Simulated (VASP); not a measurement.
# Mg (Fm-3m) in VASP: a series of runs

Mg is run at these levels: PBE; tasks: single point.

All numbers are computed with VASP 6.6.1; they aren't measurements. Logs are shortened: lines on timing, memory, paths and dates and some standing lists are left out, and cuts for length are marked.

## Step 1: The cell of the first run

It takes space group Fm-3m (No. 225, cubic). The conventional cell has a = 4.513 Å, b = 4.513 Å, c = 4.513 Å, α = 90.00°, β = 90.00°, γ = 90.00°. Mg (site symmetry m-3m) has 12 Mg at 3.19 Å within 4.2 Å.

This isn't the form of Mg at room conditions, which is hcp.

## Step 2: Single point, PBE (strained)

File INCAR:

```
SYSTEM = Mg
  ALGO = Normal
  EDIFF = 1E-6
  ENCUT = 600
  GGA = PE
  GGA_COMPAT = .FALSE.
  ISIF = 2
  ISMEAR = 0
  LASPH = .TRUE.
  LCHARG = .FALSE.
  LREAL = .FALSE.
  LWAVE = .FALSE.
  NBANDS = 7
  NELM = 120
  PREC = Accurate
  SIGMA = 0.1
```

File KPOINTS:

```
k-points
0
G
  16 16 16
  0 0 0
```

File POSCAR:

```
Mg
1.0
    0.0000000000      2.2564423101      2.2564423101
    2.2564423101      0.0000000000      2.2564423101
    2.2564423101      2.2564423101      0.0000000000
Mg
1
Direct
    0.0000000000      0.0000000000      0.0000000000
```

Potentials or basis: VASP PAW PBE potentials, release 64 (Mg).

Launch:

```bash
cat potpaw_PBE.64/Mg/POTCAR > POTCAR
mpirun -np 1 vasp_std > vasp.out
```

OUTCAR:

```text
SYSTEM = Mg
   EDIFF = 1E-6
   ENCUT = 600
   GGA = PE
   ISIF = 2
   ISMEAR = 0
   LASPH = .TRUE.
   LREAL = .FALSE.
   NELM = 120
   PREC = Accurate

 ion  position               nearest neighbor table
   1  0.000  0.000  0.000-

  LATTYP: Found a face centered cubic cell.
 ALAT       =     4.5128846202

  Lattice vectors:

 A1 = (   0.0000000000,   2.2564423101,   2.2564423101)
 A2 = (   2.2564423101,   0.0000000000,   2.2564423101)
 A3 = (   2.2564423101,   2.2564423101,   0.0000000000)

Analysis of symmetry for initial positions (statically):
=====================================================================
 Subroutine PRICEL returns:
 Original cell was already a primitive cell.

 Routine SETGRP: Setting up the symmetry group for a
 face centered cubic supercell.

 Subroutine GETGRP returns: Found 48 space group operations
 (whereof 48 operations were pure point group operations)
 out of a pool of 48 trial point group operations.

The static configuration has the point symmetry O_h .

Analysis of symmetry for dynamics (positions and initial velocities):
=====================================================================
 Subroutine PRICEL returns:
 Original cell was already a primitive cell.

 Routine SETGRP: Setting up the symmetry group for a
 face centered cubic supercell.

 Subroutine GETGRP returns: Found 48 space group operations
 (whereof 48 operations were pure point group operations)
 out of a pool of 48 trial point group operations.

The dynamic configuration has the point symmetry O_h .

 Subroutine INISYM returns: Found 48 space group operations
 (whereof 48 operations are pure point group operations),
 and found     1 'primitive' translations

----------------------------------------------------------------------------------------

                                     Primitive cell

  volume of cell :      22.9775

  direct lattice vectors                    reciprocal lattice vectors
     0.000000000  2.256442310  2.256442310    -0.221587761  0.221587761  0.221587761
     2.256442310  0.000000000  2.256442310     0.221587761 -0.221587761  0.221587761
     2.256442310  2.256442310  0.000000000     0.221587761  0.221587761 -0.221587761

  length of vectors
     3.191091318  3.191091318  3.191091318     0.383801261  0.383801261  0.383801261

  position of ions in fractional coordinates (direct lattice)
     0.000000000  0.000000000  0.000000000

  ion indices of the primitive-cell ions
   primitive index   ion index
                 1           1

----------------------------------------------------------------------------------------

 KPOINTS: k-points

Automatic generation of k-mesh.
 Grid dimensions read from file:
 generate k-points for:   16   16   16

 Generating k-lattice:

  Cartesian coordinates                     Fractional coordinates (reciprocal lattice)
    -0.013849235  0.013849235  0.013849235     0.062500000  0.000000000  0.000000000
     0.013849235 -0.013849235  0.013849235     0.000000000  0.062500000  0.000000000
     0.013849235  0.013849235 -0.013849235     0.000000000  0.000000000  0.062500000

  Length of vectors
     0.023987579  0.023987579  0.023987579

  Shift w.r.t. Gamma in fractional coordinates (k-lattice)
     0.000000000  0.000000000  0.000000000

 Subroutine IBZKPT returns following result:
 ===========================================

 Found    145 irreducible k-points:

 Following reciprocal coordinates:
            Coordinates               Weight
  0.000000  0.000000  0.000000      1.000000
  0.062500  0.000000  0.000000      8.000000
  0.125000  0.000000  0.000000      8.000000
  0.187500  0.000000  0.000000      8.000000
  0.250000  0.000000  0.000000      8.000000
  0.312500  0.000000  0.000000      8.000000
[... 16 lines left out ...]
 -0.125000  0.062500  0.000000     24.000000
 -0.062500  0.062500  0.000000     12.000000
 [... further k-points ...]
   k-points           NKPTS =    145   k-points in BZ     NKDIM =    145   number of bands    NBANDS=      7
   number of dos      NEDOS =    301   number of ions     NIONS =      1
   total plane-waves  NPLWV =  21952
   dimension x,y,z NGX =    28 NGY =   28 NGZ =   28
   dimension x,y,z NGXF=    56 NGYF=   56 NGZF=   56
   ions per type =               1
   NGX,Y,Z   is equivalent  to a cutoff of  14.59, 14.59, 14.59 a.u.
   NGXF,Y,Z  is equivalent  to a cutoff of  29.17, 29.17, 29.17 a.u.
 SYSTEM =  Mg
   PREC   = accura    normal or accurate (medium, high low for compatibility)
   ISTART =      0    job   : 0-new  1-cont  2-samecut
   ICHARG =      2    charge: 1-file 2-atom 10-const
   ISPIN  =      1    spin polarized calculation?
   LNONCOLLINEAR =      F non collinear calculations
   LSORBIT =      F    spin-orbit coupling
   LASPH  =      T    aspherical Exc in radial PAW
   ENCUT  =  600.0 eV  44.10 Ry    6.64 a.u.   6.37  6.37  6.37*2*pi/ulx,y,z
   NELM   =    120;   NELMIN=  2; NELMDL= -5     # of ELM steps
   EDIFF  = 0.1E-05   stopping-criterion for ELM
   LREAL  =      F    real-space projection
   EDIFFG = 0.1E-04   stopping-criterion for IOM
   NSW    =      0    number of steps for IOM
   IBRION =     -1    ionic relax: 0-MD 1-quasi-New 2-CG
   NFREE  =      0    steps in history (QN), initial steepest desc. (CG)
   ISIF   =      2    stress and relaxation
   ISYM   =      2    0-nonsym 1-usesym 2-fastsym
   POTIM  = 0.5000    time-step for ionic-motion
   TEBEG  =    0.0;   TEEND  =   0.0 temperature during run
   PSTRESS=    0.0 pullay stress
   NELECT =       2.0000    total number of electrons
   NUPDOWN=      -1.0000    fix difference up-down
   EMIN   =  10.00;   EMAX   =-10.00  energy-range for DOS
   EFERMI =   0.00;   METHOD = LEGACY
   ISMEAR =     0;   SIGMA  =   0.10  broadening in eV -4-tet -1-fermi 0-gaus
   EFERMI_NEDOS =   21; number of points for ismear=-14 and -15
   IALGO  =     38    algorithm
   IMIX   =      4    mixing-type and parameters
     AMIX     =   0.40;   BMIX     =  1.00
     AMIX_MAG =   1.60;   BMIX_MAG =  1.00
  volume/ion in A,a.u.               =      22.98       155.06
  Fermi-wavevector in a.u.,A,eV,Ry     =   0.725522  1.371038  7.161865  0.526382
  Thomas-Fermi vector in A             =   1.816265
   LORBIT       =      0    0 simple, 1 ext, 2 COOP (PROOUT), +10 PAW based schemes
   GGA     = PE    functional components
   LHFCALC =     F    Hartree Fock is set to
   AEXX    =    0.0000 exact exchange contribution
   IVDW    =     0    specifies the selected vdW correction
   LEPSILON=     F    determine dielectric tensor
   LRPA    =     F    only Hartree local field effects (RPA)
 non-spin polarized calculation
 Gauss-broadening in eV      SIGMA  =   0.10
  energy-cutoff  :      600.00
  volume of cell :       22.98
 maximum number of plane-waves:       785
 NGX is ok and might be reduce to    28
   NGX = 13   NGY = 13   NGZ = 13

 number of electron       2.0000000 magnetization

 Free energy of the ion-electron system (eV)
  ---------------------------------------------------
  ext. energy  EPLUGINS =         0.00000000
  ---------------------------------------------------
  free energy    TOTEN  =        -1.49301704 eV

  energy without entropy =       -1.49020560  energy(sigma->0) =       -1.49161132

 E-fermi :   2.6061     XC(G=0):  -8.4889

 val. band max:        2.6058334507   @ k =  -0.4375   0.4375   0.0000
 cond. band min:       2.6072837307   @ k =  -0.3750   0.4375   0.1250
 fundamental gap:      0.0014502801
 Fermi energy:         2.6061482557

 k-point     1 :       0.0000    0.0000    0.0000
  band No.  band energies     occupation
      1      -4.2999      2.00000
      2      14.9707      0.00000
      3      14.9707      0.00000
      4      14.9707      0.00000
      5      16.8975      0.00000
      6      16.8975      0.00000
      7      16.8975      0.00000

 k-point     2 :       0.0625    0.0000    0.0000
  band No.  band energies     occupation
      1      -4.2130      2.00000
      2      13.5735      0.00000
      3      14.7634      0.00000
      4      14.7634      0.00000
      5      16.9330      0.00000
      6      17.2513      0.00000
      7      17.2513      0.00000

 k-point     3 :       0.1250    0.0000    0.0000
  band No.  band energies     occupation
      1      -3.9530      2.00000
      2      11.5240      0.00000
      3      14.3810      0.00000
      4      14.3810      0.00000
      5      16.6672      0.00000
      6      18.0704      0.00000
      7      18.0704      0.00000

 k-point     4 :       0.1875    0.0000    0.0000
  band No.  band energies     occupation
      1      -3.5212      2.00000
      2       9.4945      0.00000
      3      14.0395      0.00000
      4      14.0395      0.00000
      5      16.3671      0.00000
      6      18.0707      0.00000
      7      18.0707      0.00000

 k-point     5 :       0.2500    0.0000    0.0000
  band No.  band energies     occupation
      1      -2.9200      2.00000
      2       7.5613      0.00000
      3      13.8024      0.00000
      4      13.8024      0.00000
      5      16.1324      0.00000
      6      17.0594      0.00000
      7      17.0594      0.00000
[... 161 lines left out ...]
 k-point    22 :      -0.1875    0.0625    0.0000
  band No.  band energies     occupation
      1      -3.2631      2.00000
      2       8.8848      0.00000
      3      12.3655      0.00000
      4      14.9964      0.00000
      5      16.7522      0.00000
      6      16.9196      0.00000
      7      17.9579      0.00000

 k-point    23 :      -0.1250    0.0625    0.0000
  band No.  band energies     occupation
      1      -3.7513      2.00000
      2      10.8443      0.00000
      3      12.7567      0.00000
      4      15.1968      0.00000
      5      17.1747      0.00000
      6      17.5977      0.00000
      7      17.8687      0.00000

 k-point    24 :      -0.0625    0.0625    0.0000
  band No.  band energies     occupation
      1      -4.0685      2.00000
      2      12.6523      0.00000
      3      13.4609      0.00000
      4      15.1956      0.00000
      5      17.0651      0.00000
      6      17.2536      0.00000
      7      17.8646      0.00000

 [... further k-points ...]

------------------------ aborting loop because EDIFF is reached ----------------------------------------

  FORCE on cell =-STRESS in cart. coord.  units (eV):
  Direction    XX          YY          ZZ          XY          YZ          ZX
  --------------------------------------------------------------------------------------
  -------------------------------------------------------------------------------------
  Total        0.0150792      0.0150792      0.0150792     -0.0000000      0.0000000      0.0000000
  in kB        1.0514467      1.0514467      1.0514467     -0.0000000      0.0000000      0.0000000
  external PRESSURE =       1.0514467 kB  Pullay stress =       0.0000000 kB

 VOLUME and BASIS-vectors are now :
 -----------------------------------------------------------------------------
  energy-cutoff  :      600.00
  volume of cell :       22.98
      direct lattice vectors                 reciprocal lattice vectors
     0.000000000  2.256442310  2.256442310    -0.221587761  0.221587761  0.221587761
     2.256442310  0.000000000  2.256442310     0.221587761 -0.221587761  0.221587761
     2.256442310  2.256442310  0.000000000     0.221587761  0.221587761 -0.221587761

 POSITION                                       TOTAL-FORCE (eV/Angst)
 -----------------------------------------------------------------------------------
      0.00000      0.00000      0.00000         0.000000      0.000000      0.000000
 -----------------------------------------------------------------------------------
    total drift:                                0.000000     -0.000000     -0.000000

  FREE ENERGIE OF THE ION-ELECTRON SYSTEM (eV)
  ---------------------------------------------------
  free  energy   TOTEN  =        -1.4930170432 eV

  energy  without entropy=       -1.4902056009  energy(sigma->0) =       -1.49161132
```

It took 24 s on 1 thread of Intel Xeon 8259CL, shared host; peak memory 0.17 GiB.

Results:

```yaml
Free_energy: -1.4930 eV
Pressure: 0.1 GPa
Band_gap_on_the_k_mesh: zero (bands 1 and 2 overlap by 2.73 eV)
```

Caveat: the cell differs from its parent crystal (strained).

## Step 3: Single point, PBE (strained)

File INCAR:

```
PREC     = Accurate       # precision mode
ENCUT    = 600            # plane-wave cutoff, eV
EDIFF    = 1E-6           # SCF threshold, eV
ISMEAR   = 0              # smearing method
SIGMA    = 0.1            # smearing width, eV
LREAL    = F              # projectors in reciprocal space
LASPH    = T              # aspherical terms in the spheres
NELM     = 120            # most SCF steps
ALGO     = Normal         # electronic algorithm
ISIF     = 2              # what is computed and relaxed
LWAVE    = F              # write WAVECAR
LCHARG   = T              # write CHGCAR
GGA      = PE             # functional
LELF     = T              # ELF
LVHAR    = T            
NBANDS   = 7              # bands
GGA_COMPAT= F
```

File KPOINTS:

```
regular mesh
0
Gamma
  16 16 16
```

File POSCAR:

```
Mg
1.0
    0.0000000000      2.2564871952      2.2564871952
    2.2564871952      0.0000000000      2.2564871952
    2.2564871952      2.2564871952      0.0000000000
Mg
1
Direct
    0.0000000000      0.0000000000      0.0000000000
```

Potentials or basis: VASP PAW PBE potentials, release 64 (Mg).

Launch:

```bash
cat potpaw_PBE.64/Mg/POTCAR > POTCAR
mpirun -np 1 vasp_std > vasp.out
```

Wall time 23 s (1 thread of Intel Xeon 8259CL, shared host); peak memory 0.17 GiB.

The run converged. Its results:

- Free energy: -1.4930 eV
- Pressure: 0.1 GPa
- Band gap on the k mesh: zero (bands 1 and 2 overlap by 2.73 eV)

Levels at points of the mesh, in eV from the Fermi level:
```
           k point  band 1  band 2  band 3  band 4  band 5  band 6
(0.00, 0.00, 0.00)   -6.91   12.36   12.36   12.36   14.29   14.29
(0.50, 0.00, 0.00)   -1.69   -1.27   11.27   11.27   12.09   12.09
(0.50, 0.50, 0.00)   -0.21    0.81    6.10    6.95    6.95    9.79
```

Caveat: the cell differs from its parent crystal (strained).
